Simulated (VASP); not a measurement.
# Cs (Im-3m) in VASP: notebook

Cs is run at these levels: LDA; tasks: single point.

Everything below comes from runs of VASP 6.6.1. Logs are shortened: lines on timing, memory, paths and dates and some standing lists are left out, and cuts for length are marked.

**1. The cell of the first run**

The structure is cubic, space group Im-3m (No. 229). The conventional cell has a = 6.045 Å, b = 6.045 Å, c = 6.045 Å, α = 90.00°, β = 90.00°, γ = 90.00°.

**2. Single point, LDA**

The input, INCAR:

```
SYSTEM = Cs
PREC     = Accurate       ! precision mode
ENCUT    = 520            ! plane-wave cutoff, eV
EDIFF    = 1E-6           ! SCF threshold, eV
ISMEAR   = 0              ! smearing method
SIGMA    = 0.15           ! smearing width, eV
LREAL    = .False.        ! projectors in reciprocal space
LASPH    = .True.         ! aspherical terms in the spheres
NELM     = 80             ! most SCF steps
ALGO     = Normal         ! electronic algorithm
ISIF     = 2              ! what is computed and relaxed
LWAVE    = .False.        ! write WAVECAR
LCHARG   = .True.         ! write CHGCAR
LELF     = .True.         ! ELF
LVHAR    = .True.       
NBANDS   = 10             ! bands
```

The input, KPOINTS:

```
regular mesh
0
Gamma
  12 12 12
  0 0 0
```

The input, POSCAR:

```
Cs
1.0
   -3.0225000000      3.0225000000      3.0225000000
    3.0225000000     -3.0225000000      3.0225000000
    3.0225000000      3.0225000000     -3.0225000000
Cs
1
Direct
    0.0000000000      0.0000000000      0.0000000000
```

Potentials or basis: VASP PAW LDA potentials, release 64 (Cs_sv).

Run with:

```
> cat potpaw_LDA.64/Cs_sv/POTCAR > POTCAR
> mpirun -np 1 vasp_std > vasp.out
```

OUTCAR:

```text
SYSTEM = Cs
   PREC = Accurate
   ENCUT = 520
   EDIFF = 1E-6
   ISMEAR = 0
   LREAL = .False.
   LASPH = .True.
   NELM = 80
   ISIF = 2

 ion  position               nearest neighbor table
   1  0.000  0.000  0.000-

  LATTYP: Found a body centered cubic cell.
 ALAT       =     6.0450000000

  Lattice vectors:

 A1 = (  -3.0225000000,   3.0225000000,   3.0225000000)
 A2 = (   3.0225000000,  -3.0225000000,   3.0225000000)
 A3 = (   3.0225000000,   3.0225000000,  -3.0225000000)

Analysis of symmetry for initial positions (statically):
=====================================================================
 Subroutine PRICEL returns:
 Original cell was already a primitive cell.

 Routine SETGRP: Setting up the symmetry group for a
 body centered cubic supercell.

 Subroutine GETGRP returns: Found 48 space group operations
 (whereof 48 operations were pure point group operations)
 out of a pool of 48 trial point group operations.

The static configuration has the point symmetry O_h .

Analysis of symmetry for dynamics (positions and initial velocities):
=====================================================================
 Subroutine PRICEL returns:
 Original cell was already a primitive cell.

 Routine SETGRP: Setting up the symmetry group for a
 body centered cubic supercell.

 Subroutine GETGRP returns: Found 48 space group operations
 (whereof 48 operations were pure point group operations)
 out of a pool of 48 trial point group operations.

The dynamic configuration has the point symmetry O_h .

 Subroutine INISYM returns: Found 48 space group operations
 (whereof 48 operations are pure point group operations),
 and found     1 'primitive' translations

----------------------------------------------------------------------------------------

                                     Primitive cell

  volume of cell :     110.4483

  direct lattice vectors                    reciprocal lattice vectors
    -3.022500000  3.022500000  3.022500000     0.000000000  0.165425972  0.165425972
     3.022500000 -3.022500000  3.022500000     0.165425972  0.000000000  0.165425972
     3.022500000  3.022500000 -3.022500000     0.165425972  0.165425972  0.000000000

  length of vectors
     5.235123566  5.235123566  5.235123566     0.233947653  0.233947653  0.233947653

  position of ions in fractional coordinates (direct lattice)
     0.000000000  0.000000000  0.000000000

  ion indices of the primitive-cell ions
   primitive index   ion index
                 1           1

----------------------------------------------------------------------------------------

 KPOINTS: regular mesh

Automatic generation of k-mesh.
 Grid dimensions read from file:
 generate k-points for:   12   12   12

 Generating k-lattice:

  Cartesian coordinates                     Fractional coordinates (reciprocal lattice)
     0.000000000  0.013785498  0.013785498     0.083333333  0.000000000  0.000000000
     0.013785498  0.000000000  0.013785498     0.000000000  0.083333333  0.000000000
     0.013785498  0.013785498  0.000000000     0.000000000  0.000000000  0.083333333

  Length of vectors
     0.019495638  0.019495638  0.019495638

  Shift w.r.t. Gamma in fractional coordinates (k-lattice)
     0.000000000  0.000000000  0.000000000

 Subroutine IBZKPT returns following result:
 ===========================================

 Found     72 irreducible k-points:

 Following reciprocal coordinates:
            Coordinates               Weight
  0.000000  0.000000  0.000000      1.000000
  0.083333  0.000000  0.000000     12.000000
  0.166667  0.000000  0.000000     12.000000
  0.250000  0.000000  0.000000     12.000000
  0.333333  0.000000  0.000000     12.000000
  0.416667  0.000000  0.000000     12.000000
[... 16 lines left out ...]
  0.333333  0.083333  0.083333     24.000000
  0.416667  0.083333  0.083333     12.000000
 [... further k-points ...]
   k-points           NKPTS =     72   k-points in BZ     NKDIM =     72   number of bands    NBANDS=     10
   number of dos      NEDOS =    301   number of ions     NIONS =      1
   total plane-waves  NPLWV =  64000
   dimension x,y,z NGX =    40 NGY =   40 NGZ =   40
   dimension x,y,z NGXF=    80 NGYF=   80 NGZF=   80
   ions per type =               1
   NGX,Y,Z   is equivalent  to a cutoff of  12.70, 12.70, 12.70 a.u.
   NGXF,Y,Z  is equivalent  to a cutoff of  25.40, 25.40, 25.40 a.u.
 SYSTEM =  Cs
   PREC   = accura    normal or accurate (medium, high low for compatibility)
   ISTART =      0    job   : 0-new  1-cont  2-samecut
   ICHARG =      2    charge: 1-file 2-atom 10-const
   ISPIN  =      1    spin polarized calculation?
   LNONCOLLINEAR =      F non collinear calculations
   LSORBIT =      F    spin-orbit coupling
   LASPH  =      T    aspherical Exc in radial PAW
   ENCUT  =  520.0 eV  38.22 Ry    6.18 a.u.   9.73  9.73  9.73*2*pi/ulx,y,z
   NELM   =     80;   NELMIN=  2; NELMDL= -5     # of ELM steps
   EDIFF  = 0.1E-05   stopping-criterion for ELM
   LREAL  =      F    real-space projection
   EDIFFG = 0.1E-04   stopping-criterion for IOM
   NSW    =      0    number of steps for IOM
   IBRION =     -1    ionic relax: 0-MD 1-quasi-New 2-CG
   NFREE  =      0    steps in history (QN), initial steepest desc. (CG)
   ISIF   =      2    stress and relaxation
   ISYM   =      2    0-nonsym 1-usesym 2-fastsym
   POTIM  = 0.5000    time-step for ionic-motion
   TEBEG  =    0.0;   TEEND  =   0.0 temperature during run
   PSTRESS=    0.0 pullay stress
   NELECT =       9.0000    total number of electrons
   NUPDOWN=      -1.0000    fix difference up-down
   EMIN   =  10.00;   EMAX   =-10.00  energy-range for DOS
   EFERMI =   0.00;   METHOD = LEGACY
   ISMEAR =     0;   SIGMA  =   0.15  broadening in eV -4-tet -1-fermi 0-gaus
   EFERMI_NEDOS =   21; number of points for ismear=-14 and -15
   IALGO  =     38    algorithm
   IMIX   =      4    mixing-type and parameters
     AMIX     =   0.40;   BMIX     =  1.00
     AMIX_MAG =   1.60;   BMIX_MAG =  1.00
  volume/ion in A,a.u.               =     110.45       745.34
  Fermi-wavevector in a.u.,A,eV,Ry     =   0.709746  1.341225  6.853782  0.503739
  Thomas-Fermi vector in A             =   1.796409
   LORBIT       =      0    0 simple, 1 ext, 2 COOP (PROOUT), +10 PAW based schemes
   GGA     = CA    functional components
   LHFCALC =     F    Hartree Fock is set to
   AEXX    =    0.0000 exact exchange contribution
   IVDW    =     0    specifies the selected vdW correction
   LEPSILON=     F    determine dielectric tensor
   LRPA    =     F    only Hartree local field effects (RPA)
 non-spin polarized calculation
 Gauss-broadening in eV      SIGMA  =   0.15
  energy-cutoff  :      520.00
  volume of cell :      110.45
 maximum number of plane-waves:      3043
   NGX = 19   NGY = 19   NGZ = 19

 number of electron       8.9999998 magnetization

 Free energy of the ion-electron system (eV)
  ---------------------------------------------------
  ext. energy  EPLUGINS =         0.00000000
  ---------------------------------------------------
  free energy    TOTEN  =        -0.98558122 eV

  energy without entropy =       -0.96905274  energy(sigma->0) =       -0.97731698

 E-fermi :   0.3848     XC(G=0):  -5.6482

 val. band max:        0.3844159731   @ k =   0.5000   0.0000   0.0000
 cond. band min:       0.3932354558   @ k =   0.4167   0.0833   0.0000
 fundamental gap:      0.0088194828
 Fermi energy:         0.3848258146

 k-point     1 :       0.0000    0.0000    0.0000
  band No.  band energies     occupation
      1     -23.4135      2.00000
      2     -10.1419      2.00000
      3     -10.1419      2.00000
      4     -10.1419      2.00000
      5      -1.3391      2.00000
      6       2.8294      0.00000
      7       2.8294      0.00000
      8       2.8294      0.00000
      9       3.7541      0.00000
     10       3.7541      0.00000

 k-point     2 :       0.0833    0.0000    0.0000
  band No.  band energies     occupation
      1     -23.4130      2.00000
      2     -10.1532      2.00000
      3     -10.1456      2.00000
      4     -10.1419      2.00000
      5      -1.2582      2.00000
      6       2.7461      0.00000
      7       2.7649      0.00000
      8       2.9103      0.00000
      9       3.6195      0.00000
     10       3.7410      0.00000

 k-point     3 :       0.1667    0.0000    0.0000
  band No.  band energies     occupation
      1     -23.4114      2.00000
      2     -10.1838      2.00000
      3     -10.1555      2.00000
      4     -10.1420      2.00000
      5      -1.0239      2.00000
      6       2.5038      0.00000
      7       2.5492      0.00000
      8       3.1506      0.00000
      9       3.5170      0.00000
     10       3.7280      0.00000

 k-point     4 :       0.2500    0.0000    0.0000
  band No.  band energies     occupation
      1     -23.4094      2.00000
      2     -10.2247      2.00000
      3     -10.1689      2.00000
      4     -10.1421      2.00000
      5      -0.6634      2.00000
      6       2.1183      0.00000
      7       2.3286      0.00000
      8       3.5422      0.00000
      9       3.5838      0.00000
     10       3.7623      0.00000
[... 222 lines left out ...]
 k-point    22 :       0.2500    0.0833    0.0833
  band No.  band energies     occupation
      1     -23.4069      2.00000
      2     -10.2661      2.00000
      3     -10.1826      2.00000
      4     -10.1518      2.00000
      5      -0.0853      1.99999
      6       1.7265      0.00000
      7       1.9752      0.00000
      8       3.7662      0.00000
      9       3.9783      0.00000
     10       4.1494      0.00000

 k-point    23 :       0.3333    0.0833    0.0833
  band No.  band energies     occupation
      1     -23.4056      2.00000
      2     -10.2858      2.00000
      3     -10.1968      2.00000
      4     -10.1525      2.00000
      5       0.3439      1.30061
      6       1.4762      0.00000
      7       1.8753      0.00000
      8       3.6944      0.00000
      9       4.1275      0.00000
     10       4.4630      0.00000

 k-point    24 :       0.4167    0.0833    0.0833
  band No.  band energies     occupation
      1     -23.4051      2.00000
      2     -10.2928      2.00000
      3     -10.2022      2.00000
      4     -10.1527      2.00000
      5       0.5598      0.09905
      6       1.3526      0.00000
      7       1.8418      0.00000
      8       3.5924      0.00000
      9       4.2114      0.00000
     10       4.5833      0.00000

 [... further k-points ...]

------------------------ aborting loop because EDIFF is reached ----------------------------------------

  FORCE on cell =-STRESS in cart. coord.  units (eV):
  Direction    XX          YY          ZZ          XY          YZ          ZX
  --------------------------------------------------------------------------------------
  -------------------------------------------------------------------------------------
  Total       -0.1996591     -0.1996591     -0.1996591      0.0000000      0.0000000     -0.0000000
  in kB       -2.8962815     -2.8962815     -2.8962815      0.0000000      0.0000000     -0.0000000
  external PRESSURE =      -2.8962815 kB  Pullay stress =       0.0000000 kB

 VOLUME and BASIS-vectors are now :
 -----------------------------------------------------------------------------
  energy-cutoff  :      520.00
  volume of cell :      110.45
      direct lattice vectors                 reciprocal lattice vectors
    -3.022500000  3.022500000  3.022500000     0.000000000  0.165425972  0.165425972
     3.022500000 -3.022500000  3.022500000     0.165425972  0.000000000  0.165425972
     3.022500000  3.022500000 -3.022500000     0.165425972  0.165425972  0.000000000

 POSITION                                       TOTAL-FORCE (eV/Angst)
 -----------------------------------------------------------------------------------
      0.00000      0.00000      0.00000         0.000000     -0.000000      0.000000
 -----------------------------------------------------------------------------------
    total drift:                                0.000000      0.000000     -0.000000

  FREE ENERGIE OF THE ION-ELECTRON SYSTEM (eV)
  ---------------------------------------------------
  free  energy   TOTEN  =        -0.9855812194 eV

  energy  without entropy=       -0.9690527378  energy(sigma->0) =       -0.97731698
```

It took 24 s on 1 thread of Intel Xeon Platinum 8559C (Emerald Rapids), shared host; peak memory 0.23 GiB.

Results:

* Free energy: -0.9856 eV
* Pressure: -0.3 GPa
* Band gap on the k mesh: zero (an odd number of electrons rules out a gap without spin polarisation)

Caveat: spin-orbit coupling is left out, which moves the levels of the heavy elements.

**3. Single point, LDA**

The input, INCAR:

```
SYSTEM = Cs
PREC = Accurate ; ENCUT = 520
EDIFF = 1E-6 ; ISMEAR = 0
SIGMA = 0.15 ; LREAL = .FALSE.
LASPH = .TRUE. ; NELM = 100
ALGO = Normal ; ISIF = 2
LWAVE = .FALSE. ; LCHARG = .FALSE.
GGA = CA ; NBANDS = 10
```

The input, KPOINTS:

```
regular mesh
0
G
  12 12 12
  0 0 0
```

POSCAR is that of step 2.

Potentials or basis: VASP PAW LDA potentials, release 64 (Cs_sv).

Run with:

```
> cat potpaw_LDA.64/Cs_sv/POTCAR > POTCAR
> mpirun -np 1 vasp_std > vasp.out
```

Run time: 21 s. Hardware: 1 thread of Intel Xeon Platinum 8559C (Emerald Rapids), shared host; peak memory 0.23 GiB.

Results (log left out):

| Quantity | Value |
| --- | --- |
| Free energy | -0.9856 eV |
| Pressure | -0.3 GPa |
| Band gap on the k mesh | zero (an odd number of electrons rules out a gap without spin polarisation) |

Levels at points of the mesh, in eV from the Fermi level:
| k point | band 2 | band 3 | band 4 | band 5 | band 6 | band 7 |
| --- | --- | --- | --- | --- | --- | --- |
| (0.00, 0.00, 0.00) | -10.53 | -10.53 | -10.53 | -1.72 | 2.44 | 2.44 |
| (0.50, 0.00, 0.00) | -10.69 | -10.58 | -10.53 | 0.00 | 0.98 | 1.60 |
| (0.50, 0.50, 0.50) | -10.64 | -10.64 | -10.64 | 0.64 | 0.64 | 3.12 |

Caveat: spin-orbit coupling is left out, which moves the levels of the heavy elements.
